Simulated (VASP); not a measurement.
# TiCo (P-1) in VASP: a series of runs

The runs below take TiCo through single point, with PBE+D3(BJ).

Everything below comes from runs of VASP 6.6.1. Logs are shortened: lines on timing, memory, paths and dates and some standing lists are left out, and cuts for length are marked.

## 1. The cell of the first run

The typed cell holds 2 atoms: a = 3.032 Å, b = 2.945 Å, c = 3.086 Å, α = 93.45°, β = 91.00°, γ = 92.48°.

## 2. Single point, PBE+D3(BJ), collinear spin, ferromagnetic start

INCAR

```
PREC = Accurate
ENCUT = 520
EDIFF = 1E-6
ISMEAR = 0
SIGMA = 0.1
LREAL = F
LASPH = T
NELM = 150
ALGO = Normal
ISIF = 2
LWAVE = F
LCHARG = F
ISPIN = 2
MAGMOM = 0 0.6
LORBIT = 11
LMAXMIX = 4
GGA = PE
IVDW = 12
NBANDS = 22
```

KPOINTS

```
regular mesh
0
Gamma
  6 6 6
```

POSCAR

```
TiCo
1.0
    3.0308794977     -0.0651841207     -0.0275424862
   -0.0651841207      2.9431817138     -0.0909927440
   -0.0275424862     -0.0909927440      3.0850039898
Ti Co
1 1
Direct
    0.0000000000      0.0000000000      0.0000000000
    0.5000000000      0.5000000000      0.5000000000
```

Potentials or basis: VASP PAW PBE potentials, release 64 (Ti_sv, Co).

Started as:

```console
> cat potpaw_PBE.64/Ti_sv/POTCAR potpaw_PBE.64/Co/POTCAR > POTCAR
> mpirun -np 1 vasp_std > vasp.out
```

OUTCAR:

```text
PREC = Accurate
   ENCUT = 520
   EDIFF = 1E-6
   ISMEAR = 0
   LREAL = F
   LASPH = T
   NELM = 150
   ISIF = 2
   ISPIN = 2
   LORBIT = 11
   GGA = PE
   IVDW = 12
 IVDW          = 12

 ion  position               nearest neighbor table
   1  0.000  0.000  0.000-   2 2.51   2 2.51   2 2.62   2 2.62   2 2.65   2 2.65   2 2.69   2 2.69

   2  0.500  0.500  0.500-   1 2.51   1 2.51   1 2.62   1 2.62   1 2.65   1 2.65   1 2.69   1 2.69

  LATTYP: Found a triclinic cell.
 ALAT       =     2.9453093640
 B/A-ratio  =     1.4036827143
 C/A-ratio  =     1.8263242933
 COS(alpha) =     0.0086718494
 COS(beta)  =     0.6064779225
 COS(gamma) =     0.6806373596

  Lattice vectors:

 A1 = (  -0.0651841207,   2.9431817138,  -0.0909927440)
 A2 = (   2.9656953770,   2.8779975931,  -0.1185352302)
 A3 = (  -3.0685211322,   3.0993585785,  -3.1484542476)

Analysis of symmetry for initial positions (statically):
=====================================================================
 Subroutine PRICEL returns:
 Original cell was already a primitive cell.

 Routine SETGRP: Setting up the symmetry group for a
 triclinic supercell.

 Subroutine GETGRP returns: Found  2 space group operations
 (whereof  2 operations were pure point group operations)
 out of a pool of  2 trial point group operations.

The static configuration has the point symmetry S_2 .

Analysis of symmetry for dynamics (positions and initial velocities):
=====================================================================
 Subroutine PRICEL returns:
 Original cell was already a primitive cell.

 Routine SETGRP: Setting up the symmetry group for a
 triclinic supercell.

 Subroutine GETGRP returns: Found  2 space group operations
 (whereof  2 operations were pure point group operations)
 out of a pool of  2 trial point group operations.

The dynamic configuration has the point symmetry S_2 .

Analysis of structural, dynamic, and magnetic symmetry:
=====================================================================
 Subroutine PRICEL returns:
 Original cell was already a primitive cell.

 Routine SETGRP: Setting up the symmetry group for a
 triclinic supercell.

 Subroutine GETGRP returns: Found  2 space group operations
 (whereof  2 operations were pure point group operations)
 out of a pool of  2 trial point group operations.

The overall configuration has the point symmetry S_2 .

 Subroutine INISYM returns: Found  2 space group operations
 (whereof  2 operations are pure point group operations),
 and found     1 'primitive' translations

----------------------------------------------------------------------------------------

                                     Primitive cell

  volume of cell :      27.4788

  direct lattice vectors                    reciprocal lattice vectors
     3.030879498 -0.065184121 -0.027542486     0.330125354  0.007409329  0.003165853
    -0.065184121  2.943181714 -0.090992744     0.007409329  0.340244760  0.010101729
    -0.027542486 -0.090992744  3.085003990     0.003165853  0.010101729  0.324474906

  length of vectors
     3.031705475  2.945309364  3.086468514     0.330223666  0.340475314  0.324647551

  position of ions in fractional coordinates (direct lattice)
     0.000000000  0.000000000  0.000000000
     0.500000000  0.500000000  0.500000000

  ion indices of the primitive-cell ions
   primitive index   ion index
                 1           1
                 2           2

----------------------------------------------------------------------------------------

 KPOINTS: regular mesh

Automatic generation of k-mesh.
 Grid dimensions read from file:
 generate k-points for:    6    6    6

 Generating k-lattice:

  Cartesian coordinates                     Fractional coordinates (reciprocal lattice)
     0.055020892  0.001234888  0.000527642     0.166666667 -0.000000000  0.000000000
     0.001234888  0.056707460  0.001683622    -0.000000000  0.166666667 -0.000000000
     0.000527642  0.001683622  0.054079151    -0.000000000 -0.000000000  0.166666667

  Length of vectors
     0.055037278  0.056745886  0.054107925

  Shift w.r.t. Gamma in fractional coordinates (k-lattice)
     0.000000000  0.000000000  0.000000000

 Subroutine IBZKPT returns following result:
 ===========================================

 Found    112 irreducible k-points:

 Following reciprocal coordinates:
            Coordinates               Weight
  0.000000  0.000000  0.000000      1.000000
  0.166667  0.000000 -0.000000      2.000000
  0.333333 -0.000000  0.000000      2.000000
  0.500000 -0.000000  0.000000      1.000000
  0.000000  0.166667 -0.000000      2.000000
  0.166667  0.166667 -0.000000      2.000000
[... 16 lines left out ...]
  0.333333  0.000000  0.166667      2.000000
  0.500000 -0.000000  0.166667      2.000000
 [... further k-points ...]
   k-points           NKPTS =    112   k-points in BZ     NKDIM =    112   number of bands    NBANDS=     22
   number of dos      NEDOS =    301   number of ions     NIONS =      2
   total plane-waves  NPLWV =  13824
   dimension x,y,z NGX =    24 NGY =   24 NGZ =   24
   dimension x,y,z NGXF=    48 NGYF=   48 NGZF=   48
   ions per type =               1   1
   NGX,Y,Z   is equivalent  to a cutoff of  13.16, 13.55, 12.93 a.u.
   NGXF,Y,Z  is equivalent  to a cutoff of  26.32, 27.09, 25.85 a.u.
 SYSTEM =  unknown system
   PREC   = accura    normal or accurate (medium, high low for compatibility)
   ISTART =      0    job   : 0-new  1-cont  2-samecut
   ICHARG =      2    charge: 1-file 2-atom 10-const
   ISPIN  =      2    spin polarized calculation?
   LNONCOLLINEAR =      F non collinear calculations
   LSORBIT =      F    spin-orbit coupling
   LASPH  =      T    aspherical Exc in radial PAW
   ENCUT  =  520.0 eV  38.22 Ry    6.18 a.u.   5.64  5.48  5.74*2*pi/ulx,y,z
   NELM   =    150;   NELMIN=  2; NELMDL= -5     # of ELM steps
   EDIFF  = 0.1E-05   stopping-criterion for ELM
   LREAL  =      F    real-space projection
   EDIFFG = 0.1E-04   stopping-criterion for IOM
   NSW    =      0    number of steps for IOM
   IBRION =     -1    ionic relax: 0-MD 1-quasi-New 2-CG
   NFREE  =      0    steps in history (QN), initial steepest desc. (CG)
   ISIF   =      2    stress and relaxation
   ISYM   =      2    0-nonsym 1-usesym 2-fastsym
   POTIM  = 0.5000    time-step for ionic-motion
   TEBEG  =    0.0;   TEEND  =   0.0 temperature during run
   PSTRESS=    0.0 pullay stress
   NELECT =      21.0000    total number of electrons
   NUPDOWN=      -1.0000    fix difference up-down
   EMIN   =  10.00;   EMAX   =-10.00  energy-range for DOS
   EFERMI =   0.00;   METHOD = LEGACY
   ISMEAR =     0;   SIGMA  =   0.10  broadening in eV -4-tet -1-fermi 0-gaus
   EFERMI_NEDOS =   21; number of points for ismear=-14 and -15
   IALGO  =     38    algorithm
   IMIX   =      4    mixing-type and parameters
     AMIX     =   0.40;   BMIX     =  1.00
     AMIX_MAG =   1.60;   BMIX_MAG =  1.00
  volume/ion in A,a.u.               =      13.74        92.72
  Fermi-wavevector in a.u.,A,eV,Ry     =   1.496748  2.828444 30.480514  2.240255
  Thomas-Fermi vector in A             =   2.608725
   LORBIT       =     11    0 simple, 1 ext, 2 COOP (PROOUT), +10 PAW based schemes
   GGA     = PE    functional components
   LHFCALC =     F    Hartree Fock is set to
   AEXX    =    0.0000 exact exchange contribution
   IVDW    =    12    specifies the selected vdW correction
   LEPSILON=     F    determine dielectric tensor
   LRPA    =     F    only Hartree local field effects (RPA)
 spin polarized calculation
 Gauss-broadening in eV      SIGMA  =   0.10
  energy-cutoff  :      520.00
  volume of cell :       27.48
 maximum number of plane-waves:       758
 NGX is ok and might be reduce to    24
   NGX = 11   NGY = 11   NGZ = 11

 number of electron      21.0000007 magnetization       0.4503853

 Free energy of the ion-electron system (eV)
  ---------------------------------------------------
  ext. energy  EPLUGINS =         0.00000000
  ---------------------------------------------------
  free energy    TOTEN  =       -15.60650653 eV

  energy without entropy =      -15.59320309  energy(sigma->0) =      -15.59985481

 E-fermi :   9.5137     XC(G=0): -12.4033

 val. band max:        9.5098135013   @ k =   0.5000   0.3333   0.1667
 cond. band min:       9.5146034166   @ k =   0.3333  -0.1667   0.3333
 fundamental gap:      0.0047899153
 Fermi energy:         9.5136838221

 spin component 1

 k-point     1 :       0.0000    0.0000    0.0000
  band No.  band energies     occupation
      1     -47.7095      1.00000
      2     -23.8376      1.00000
      3     -23.8137      1.00000
      4     -23.7749      1.00000
      5       1.9978      1.00000
      6       5.6889      1.00000
[... 14 lines left out ...]
     21      28.3828      0.00000
     22      29.1839      0.00000
[... 552 lines left out ...]
  band No.  band energies     occupation
      1     -47.6786      1.00000
      2     -24.0617      1.00000
      3     -23.8664      1.00000
      4     -23.7543      1.00000
      5       5.4623      1.00000
      6       5.9800      1.00000
[... 14 lines left out ...]
     21      26.9735      0.00000
     22      27.7825      0.00000

 [... further k-points ...]

 spin component 2

 k-point     1 :       0.0000    0.0000    0.0000
  band No.  band energies     occupation
      1     -47.7736      1.00000
      2     -23.9093      1.00000
      3     -23.8757      1.00000
      4     -23.8364      1.00000
      5       1.9560      1.00000
      6       6.0062      1.00000
[... 14 lines left out ...]
     21      28.4378      0.00000
     22      29.0686      0.00000
[... 552 lines left out ...]
  band No.  band energies     occupation
      1     -47.7426      1.00000
      2     -24.1280      1.00000
      3     -23.9357      1.00000
      4     -23.8159      1.00000
      5       5.6339      1.00000
      6       5.9635      1.00000
[... 14 lines left out ...]
     21      26.9396      0.00000
     22      27.6863      0.00000

 [... further k-points ...]

------------------------ aborting loop because EDIFF is reached ----------------------------------------

 Edisp (eV)   -1.04150

 E8    (eV) :    -0.4796

  FORCE on cell =-STRESS in cart. coord.  units (eV):
  Direction    XX          YY          ZZ          XY          YZ          ZX
  --------------------------------------------------------------------------------------
  -------------------------------------------------------------------------------------
  Total      -2.36562    -1.87257    -2.43160     0.46673     0.63673     0.24572
  in kB    -137.92995  -109.18219  -141.77683    27.21289    37.12496    14.32698
  external pressure =     -129.63 kB  Pullay stress =        0.00 kB

 VOLUME and BASIS-vectors are now :
 -----------------------------------------------------------------------------
  energy-cutoff  :      520.00
  volume of cell :       27.48
      direct lattice vectors                 reciprocal lattice vectors
     3.030879498 -0.065184121 -0.027542486     0.330125354  0.007409329  0.003165853
    -0.065184121  2.943181714 -0.090992744     0.007409329  0.340244760  0.010101729
    -0.027542486 -0.090992744  3.085003990     0.003165853  0.010101729  0.324474906

 POSITION                                       TOTAL-FORCE (eV/Angst)
 -----------------------------------------------------------------------------------
      0.00000      0.00000      0.00000        -0.000000     -0.000000      0.000000
      1.46908      1.39350      1.48323         0.000000      0.000000      0.000000
 -----------------------------------------------------------------------------------
    total drift:                                0.000000      0.000000     -0.000000

  FREE ENERGIE OF THE ION-ELECTRON SYSTEM (eV)
  ---------------------------------------------------
  free  energy   TOTEN  =       -16.6480036843 eV

  energy  without entropy=      -16.6347002469  energy(sigma->0) =      -16.64135197

 total charge

# of ion       s       p       d       tot
------------------------------------------
    1        2.240   6.168   1.834  10.242
    2        0.510   0.429   7.317   8.256
--------------------------------------------------
tot          2.750   6.597   9.151  18.498

 magnetization (x)

# of ion       s       p       d       tot
------------------------------------------
    1       -0.004  -0.011  -0.067  -0.081
    2        0.017  -0.010   0.578   0.586
--------------------------------------------------
tot          0.014  -0.021   0.511   0.504
```

It took 46 s on 1 thread of Intel Xeon 6975P-C (Granite Rapids), shared host; peak memory 0.23 GiB.

What came out:

| Item | Value |
| --- | --- |
| Free energy | -16.6480 eV |
| Pressure | -13.0 GPa |
| Net moment | 0.45 μB per cell |
| Site moments | Ti -0.08; Co +0.59 μB |
| Valence electrons inside the program's atomic spheres | Ti 10.24; Co 8.26 |
| Dispersion energy per atom | -0.521 eV |

Caveat: pairwise dispersion overbinds metals, which lowers pressure and volume.

[end of part 1 of 2]
